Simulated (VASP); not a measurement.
# NiSb (P6_3/mmc) in VASP: a series of runs, part 2 of 2

VASP 6.6.1. The steps go on from the part before.

## (3) Single point, PBE, collinear spin (18.00 Å³/atom)

This run uses another cell than the first one, of 18.00 Å³/atom.

INCAR reads:

```
SYSTEM = NiSb
PREC = Accurate
ENCUT = 520
EDIFF = 1E-6
ISMEAR = 0
SIGMA = 0.05
LREAL = .False.
LASPH = .True.
NELM = 150
ALGO = Normal
ISIF = 2
LWAVE = .False.
LCHARG = .True.
ISPIN = 2
MAGMOM = 0.05 0.05 0 0
LORBIT = 11
LMAXMIX = 4
GGA = PE
LELF = .True.
LVHAR = .True.
NBANDS = 27
```

KPOINTS reads:

```
Automatic mesh
0
Gamma
  10 10 8
  0 0 0
```

POSCAR reads:

```
NiSb
1.0
    3.9973509606      0.0000000000      0.0000000000
   -1.9986754803      3.4618074797      0.0000000000
    0.0000000000      0.0000000000      5.2022343512
Ni Sb
2 2
Direct
    0.0000000000      0.0000000000      0.0000000000
    0.0000000000      0.0000000000      0.5000000000
    0.3333333333      0.6666666667      0.2500000000
    0.6666666667      0.3333333333      0.7500000000
```

Potentials or basis: VASP PAW PBE potentials, release 64 (Ni, Sb).

On the command line:

```bash
> cat potpaw_PBE.64/Ni/POTCAR potpaw_PBE.64/Sb/POTCAR > POTCAR
> mpirun -np 1 vasp_std > vasp.out
```

OUTCAR:

```text
SYSTEM = NiSb
   PREC = Accurate
   ENCUT = 520
   EDIFF = 1E-6
   ISMEAR = 0
   LREAL = .False.
   LASPH = .True.
   NELM = 150
   ISIF = 2
   ISPIN = 2
   LORBIT = 11
   GGA = PE

 ion  position               nearest neighbor table
   1  0.000  0.000  0.000-   2 2.60   2 2.60   4 2.65   3 2.65   3 2.65   4 2.65   4 2.65   3 2.65

   2  0.000  0.000  0.500-   1 2.60   1 2.60   4 2.65   3 2.65   3 2.65   4 2.65   4 2.65   3 2.65

   3  0.333  0.667  0.250-   1 2.65   2 2.65   1 2.65   2 2.65   1 2.65   2 2.65   4 3.48   4 3.48
                             4 3.48   4 3.48   4 3.48   4 3.48
   4  0.667  0.333  0.750-   1 2.65   2 2.65   1 2.65   2 2.65   1 2.65   2 2.65   3 3.48   3 3.48
                             3 3.48   3 3.48   3 3.48   3 3.48

  LATTYP: Found a hexagonal cell.
 ALAT       =     3.9973509606
 C/A-ratio  =     1.3014204663

  Lattice vectors:

 A1 = (   3.9973509606,   0.0000000000,   0.0000000000)
 A2 = (  -1.9986754803,   3.4618074797,   0.0000000000)
 A3 = (   0.0000000000,   0.0000000000,   5.2022343512)

Analysis of symmetry for initial positions (statically):
=====================================================================
 Subroutine PRICEL returns:
 Original cell was already a primitive cell.

 Routine SETGRP: Setting up the symmetry group for a
 hexagonal supercell.

 Subroutine GETGRP returns: Found 24 space group operations
 (whereof 12 operations were pure point group operations)
 out of a pool of 24 trial point group operations.

The static configuration has the point symmetry D_3d.
 The point group associated with its full space group is D_6h.

Analysis of symmetry for dynamics (positions and initial velocities):
=====================================================================
 Subroutine PRICEL returns:
 Original cell was already a primitive cell.

 Routine SETGRP: Setting up the symmetry group for a
 hexagonal supercell.

 Subroutine GETGRP returns: Found 24 space group operations
 (whereof 12 operations were pure point group operations)
 out of a pool of 24 trial point group operations.

[... 174 lines left out ...]
 cond. band min:       9.3120454945   @ k =   0.0000   0.0000   0.0000
 fundamental gap:      0.0067038416
 Fermi energy:         9.3079854498

 spin component 1

 k-point     1 :       0.0000    0.0000    0.0000
  band No.  band energies     occupation
      1      -3.2585      1.00000
      2       0.9858      1.00000
      3       3.3946      1.00000
      4       5.6359      1.00000
      5       5.6359      1.00000
      6       6.3908      1.00000
[... 709 lines left out ...]
     26      21.8988      0.00000
     27      22.3655      0.00000

 [... further k-points ...]

 spin component 2

 k-point     1 :       0.0000    0.0000    0.0000
  band No.  band energies     occupation
      1      -3.2585      1.00000
      2       0.9858      1.00000
      3       3.3946      1.00000
      4       5.6359      1.00000
      5       5.6359      1.00000
      6       6.3909      1.00000
[... 709 lines left out ...]
     26      21.8988      0.00000
     27      22.3639      0.00000

 [... further k-points ...]

------------------------ aborting loop because EDIFF is reached ----------------------------------------

  FORCE on cell =-STRESS in cart. coord.  units (eV):
  Direction    XX          YY          ZZ          XY          YZ          ZX
  --------------------------------------------------------------------------------------
  -------------------------------------------------------------------------------------
  Total       -1.0425267     -1.0425267     -0.9689050     -0.0000000      0.0000000      0.0000000
  in kB      -23.2023879    -23.2023879    -21.5638686     -0.0000000      0.0000000      0.0000000
  external PRESSURE =     -22.6562148 kB  Pullay stress =       0.0000000 kB

 VOLUME and BASIS-vectors are now :
 -----------------------------------------------------------------------------
  energy-cutoff  :      520.00
  volume of cell :       71.99
      direct lattice vectors                 reciprocal lattice vectors
     3.997350961  0.000000000  0.000000000     0.250165675  0.144433220  0.000000000
    -1.998675480  3.461807480  0.000000000     0.000000000  0.288866439  0.000000000
     0.000000000  0.000000000  5.202234351     0.000000000  0.000000000  0.192225096

 POSITION                                       TOTAL-FORCE (eV/Angst)
 -----------------------------------------------------------------------------------
      0.00000      0.00000      0.00000         0.000000     -0.000000     -0.000000
      0.00000      0.00000      2.60112         0.000000     -0.000000     -0.000000
     -0.00000      2.30787      1.30056        -0.000000      0.000000      0.000000
      1.99868      1.15394      3.90168         0.000000     -0.000000      0.000000
 -----------------------------------------------------------------------------------
    total drift:                                0.000000      0.000000     -0.000000

  FREE ENERGIE OF THE ION-ELECTRON SYSTEM (eV)
  ---------------------------------------------------
  free  energy   TOTEN  =       -20.3033379979 eV

  energy  without entropy=      -20.3020379176  energy(sigma->0) =      -20.30268796

 total charge

# of ion       s       p       d       tot
------------------------------------------
    1        0.432   0.440   8.442   9.314
    2        0.432   0.440   8.442   9.314
    3        1.138   1.191   0.067   2.397
    4        1.138   1.191   0.067   2.397
--------------------------------------------------
tot          3.140   3.263  17.018  23.422

 magnetization (x)

# of ion       s       p       d       tot
------------------------------------------
    1        0.000   0.000   0.000   0.000
    2        0.000   0.000   0.000   0.000
    3       -0.000  -0.000   0.000  -0.000
    4       -0.000  -0.000   0.000  -0.000
--------------------------------------------------
tot          0.000  -0.000   0.000   0.000
```

OSZICAR:

```text
N       E                     dE             d eps       ncg     rms          rms(c)
DAV:   1     0.174990158298E+03    0.17499E+03   -0.11646E+04  7576   0.111E+03
DAV:   2    -0.105839551980E+02   -0.18557E+03   -0.17357E+03  7784   0.252E+02
DAV:   3    -0.214701265986E+02   -0.10886E+02   -0.10506E+02  9028   0.724E+01
DAV:   4    -0.217097806167E+02   -0.23965E+00   -0.23910E+00  8714   0.100E+01
DAV:   5    -0.217178357301E+02   -0.80551E-02   -0.80545E-02  9759   0.192E+00    0.130E+01
DAV:   6    -0.247920355018E+02   -0.30742E+01   -0.21448E+01  8759   0.774E+01    0.186E+01
DAV:   7    -0.203504702475E+02    0.44416E+01   -0.89169E+00  9178   0.545E+01    0.296E+00
DAV:   8    -0.203467801361E+02    0.36901E-02   -0.70360E-01 10795   0.776E+00    0.245E+00
DAV:   9    -0.203033423263E+02    0.43438E-01   -0.15309E-01  9226   0.557E+00    0.465E-01
DAV:  10    -0.203034804730E+02   -0.13815E-03   -0.44383E-03  8688   0.573E-01    0.350E-01
DAV:  11    -0.203033409293E+02    0.13954E-03   -0.70121E-04  8010   0.164E-01    0.810E-02
DAV:  12    -0.203033437181E+02   -0.27888E-05   -0.10275E-04 11525   0.111E-01    0.586E-02
DAV:  13    -0.203033435531E+02    0.16498E-06   -0.10421E-05  8164   0.237E-02    0.423E-02
DAV:  14    -0.203033387308E+02    0.48223E-05   -0.86679E-06 10315   0.258E-02    0.734E-03
DAV:  15    -0.203033379979E+02    0.73294E-06   -0.14596E-06  6345   0.953E-03
   1 F= -.20303338E+02 E0= -.20302688E+02  d E =-.130008E-02  mag=    -0.0000
```

stdout:

```text
POSCAR found type information on POSCAR NiSb
 POSCAR found :  2 types and       4 ions
 scaLAPACK will be used
 LDA part: xc-table for (Slater+PW92), standard interpolation
 POSCAR, INCAR and KPOINTS ok, starting setup
 FFT: planning ... GRIDC
 FFT: planning ... GRID_SOFT
 FFT: planning ... GRID
 WAVECAR not read
 entering main loop
```

Wall time 6.6 min (1 thread of Intel Xeon 8259CL, shared host); peak memory 0.35 GiB.

Results:

- Free energy: -20.3033 eV
- Pressure: -2.3 GPa
- Band gap on the k mesh: zero (filled and empty bands overlap)
- Net moment: 0.00 μB per cell
- Valence electrons inside the program's atomic spheres: Ni 9.31; Sb 2.40

Levels at points of the mesh, in eV from the Fermi level:
Spin up:
| k point | band 11 | band 12 | band 13 | band 14 | band 15 | band 16 | band 17 | band 18 | band 19 | band 20 |
| --- | --- | --- | --- | --- | --- | --- | --- | --- | --- | --- |
| (0.00, 0.00, 0.00) | -1.21 | -1.21 | 0.00 | 0.57 | 0.57 | 2.36 | 2.36 | 3.09 | 3.82 | 4.92 |
| (0.50, 0.00, 0.00) | -1.91 | -1.70 | -1.46 | -1.27 | -1.20 | -0.40 | 1.11 | 3.42 | 3.77 | 5.28 |
| (0.00, 0.00, 0.50) | -1.91 | -1.91 | 0.14 | 0.14 | 1.98 | 1.98 | 1.98 | 1.98 | 5.04 | 5.04 |
| (0.50, 0.00, 0.50) | -1.75 | -1.75 | -1.65 | -1.65 | 0.23 | 0.23 | 1.56 | 1.56 | 5.05 | 5.05 |
Spin down:
```
           k point  band 12  band 13  band 14  band 15  band 16  band 17  band 18  band 19
(0.00, 0.00, 0.00)    -1.21     0.00     0.57     0.57     2.36     2.36     3.09     3.82
(0.50, 0.00, 0.00)    -1.70    -1.46    -1.27    -1.20    -0.40     1.11     3.42     3.77
(0.00, 0.00, 0.50)    -1.91     0.14     0.14     1.98     1.98     1.98     1.98     5.04
(0.50, 0.00, 0.50)    -1.75    -1.65    -1.65     0.23     0.23     1.56     1.56     5.05
```

Caveat: spin-orbit coupling is left out, which moves the levels of the heavy elements.

## (4) Single point, PBE, collinear spin (17.29 Å³/atom)

This run uses another cell than the first one, of 17.29 Å³/atom.

INCAR reads:

```
  ALGO = Normal
  EDIFF = 1E-6
  ENCUT = 520
  GGA = PE
  ISIF = 2
  ISMEAR = 0
  ISPIN = 2
  LASPH = T
  LCHARG = T
  LELF = T
  LMAXMIX = 4
  LORBIT = 11
  LREAL = F
  LVHAR = T
  LWAVE = F
  MAGMOM = 0.05 0.05 0 0
  NBANDS = 27
  NELM = 150
  PREC = Accurate
  SIGMA = 0.05
```

KPOINTS reads:

```
k-points
0
Gamma
  10 10 8
```

POSCAR reads:

```
NiSb
1.0
    3.9443996799      0.0000000000      0.0000000000
   -1.9721998400      3.4159503255      0.0000000000
    0.0000000000      0.0000000000      5.1333224708
Ni Sb
2 2
Direct
    0.0000000000      0.0000000000      0.0000000000
    0.0000000000      0.0000000000      0.5000000000
    0.3333333333      0.6666666667      0.2500000000
    0.6666666667      0.3333333333      0.7500000000
```

On the command line:

```bash
> cat potpaw_PBE.64/Ni/POTCAR potpaw_PBE.64/Sb/POTCAR > POTCAR
> mpirun -np 1 vasp_std > vasp.out
```

Run time: 1.8 min. Hardware: 1 thread of Intel Xeon 6975P-C (Granite Rapids), shared host; peak memory 0.34 GiB.

It converged, with:

```
Free energy                                           : -20.3052 eV
Pressure                                              : 2.3 GPa
Band gap on the k mesh                                : zero (filled and empty bands overlap)
Net moment                                            : 0.00 μB per cell
Valence electrons inside the program's atomic spheres : Ni 9.38; Sb 2.42
```

Stress tensor (GPa, compression positive):
```
2.24 0.00 0.00
0.00 2.24 0.00
0.00 0.00 2.34
```

Levels at points of the mesh, in eV from the Fermi level:
Spin up:
```
           k point  band 11  band 12  band 13  band 14  band 15  band 16  band 17  band 18  band 19  band 20
(0.00, 0.00, 0.00)    -1.31    -1.31    -0.02     0.57     0.57     2.44     2.44     3.11     3.99     5.24
(0.50, 0.00, 0.00)    -2.07    -1.84    -1.57    -1.37    -1.30    -0.37     1.13     3.42     3.94     5.33
(0.00, 0.00, 0.50)    -2.07    -2.07     0.24     0.24     2.05     2.05     2.05     2.05     5.16     5.16
(0.50, 0.00, 0.50)    -1.90    -1.90    -1.79    -1.79     0.19     0.19     1.66     1.66     5.17     5.17
```
Spin down:
```tsv
k point	band 13	band 14	band 15	band 16	band 17	band 18
(0.00, 0.00, 0.00)	-0.02	0.57	0.57	2.44	2.44	3.11
(0.50, 0.00, 0.00)	-1.57	-1.37	-1.30	-0.37	1.13	3.42
(0.00, 0.00, 0.50)	0.24	0.24	2.05	2.05	2.05	2.05
(0.50, 0.00, 0.50)	-1.79	-1.79	0.19	0.19	1.66	1.66
```

Caveat: spin-orbit coupling is left out, which moves the levels of the heavy elements.

## (5) Single point, PBE, collinear spin, ferromagnetic start

INCAR reads:

```
ALGO = Normal ; EDIFF = 1E-7
ENCUT = 520 ; GGA = PE
ISIF = 2 ; ISMEAR = 0
ISPIN = 2 ; LASPH = T
LCHARG = F ; LMAXMIX = 4
LORBIT = 11 ; LREAL = F
LWAVE = F ; MAGMOM = 0.8 0.8 0 0
NBANDS = 27 ; NELM = 150
PREC = Accurate ; SIGMA = 0.05
```

KPOINTS is that of step 4.

POSCAR reads:

```
NiSb
1.0
    3.9710518376      0.0000000000      0.0000000000
   -1.9855259188      3.4390317711      0.0000000000
    0.0000000000      0.0000000000      5.1680081343
Ni Sb
2 2
Direct
    0.0000000000      0.0000000000      0.0000000000
    0.0000000000      0.0000000000      0.5000000000
    0.3333333333      0.6666666667      0.2500000000
    0.6666666667      0.3333333333      0.7500000000
```

On the command line:

```bash
> cat potpaw_PBE.64/Ni/POTCAR potpaw_PBE.64/Sb/POTCAR > POTCAR
> mpirun -np 1 vasp_std > vasp.out
```

It took 2 min on 1 thread of Intel Xeon 6975P-C (Granite Rapids), shared host; peak memory 0.34 GiB.

It converged, with:

```yaml
Free_energy: -20.3142 eV
Pressure: -0.2 GPa
Band_gap_on_the_k_mesh: zero (filled and empty bands overlap)
Net_moment: 0.00 μB per cell
Valence_electrons_inside_the_program's_atomic_spheres: Ni 9.35; Sb 2.41
```

Stress tensor (GPa, compression positive):
```
-0.20  0.00  0.00
 0.00 -0.20  0.00
 0.00  0.00 -0.06
```

Levels at points of the mesh, in eV from the Fermi level:
Spin up:
```tsv
k point	band 12	band 13	band 14	band 15	band 16	band 17	band 18	band 19
(0.00, 0.00, 0.00)	-1.26	-0.01	0.57	0.57	2.40	2.40	3.10	3.90
(0.50, 0.00, 0.00)	-1.77	-1.52	-1.32	-1.25	-0.39	1.12	3.42	3.85
(0.00, 0.00, 0.50)	-1.99	0.18	0.18	2.01	2.01	2.01	2.01	5.10
(0.50, 0.00, 0.50)	-1.83	-1.72	-1.72	0.21	0.21	1.61	1.61	5.10
```
Spin down:
```csv
k point,band 13,band 14,band 15,band 16,band 17,band 18
"(0.00, 0.00, 0.00)",-0.01,0.57,0.57,2.40,2.40,3.10
"(0.50, 0.00, 0.00)",-1.52,-1.32,-1.25,-0.39,1.12,3.42
"(0.00, 0.00, 0.50)",0.18,0.18,2.01,2.01,2.01,2.01
"(0.50, 0.00, 0.50)",-1.72,-1.72,0.21,0.21,1.61,1.61
```

Caveat: the moments typed at the start vanished in this run; spin-orbit coupling is left out, which moves the levels of the heavy elements.

## (6) The runs side by side

```tsv
level	potentials or basis	spin	cell	gap on the mesh (eV)	pressure (GPa)	moment (μB)
LDA	VASP PAW LDA potentials, release 64 (Ni, Sb)	collinear	a = 3.971, b = 3.971, c = 5.168 Å, angles 90.0, 90.0, 120.0°, 4 atoms	none	-8.6	0.00
PBE	VASP PAW PBE potentials, release 64 (Ni, Sb)	collinear	a = 3.997, b = 3.997, c = 5.202 Å, angles 90.0, 90.0, 120.0°, 4 atoms	none	-2.3	0.00
PBE	VASP PAW PBE potentials, release 64 (Ni, Sb)	collinear	a = 3.944, b = 3.944, c = 5.133 Å, angles 90.0, 90.0, 120.0°, 4 atoms	none	2.3	0.00
PBE	VASP PAW PBE potentials, release 64 (Ni, Sb)	collinear, ferromagnetic start	a = 3.971, b = 3.971, c = 5.168 Å, angles 90.0, 90.0, 120.0°, 4 atoms	none	-0.2	0.00
```

Alike in all rows: task single point; k mesh 10 × 10 × 8; cutoff (eV) 520; smearing gaussian 0.05 eV.

Caveats: spin-orbit coupling is left out, which moves the levels of the heavy elements; the cell stands under tension (at least some runs); the moments typed at the start vanished in this run (at least some runs).

Total energies depend on the potentials used, so only differences within one code and one set of settings carry meaning.

The gap in the log of VASP goes by the Fermi energy; the results here count the filled bands.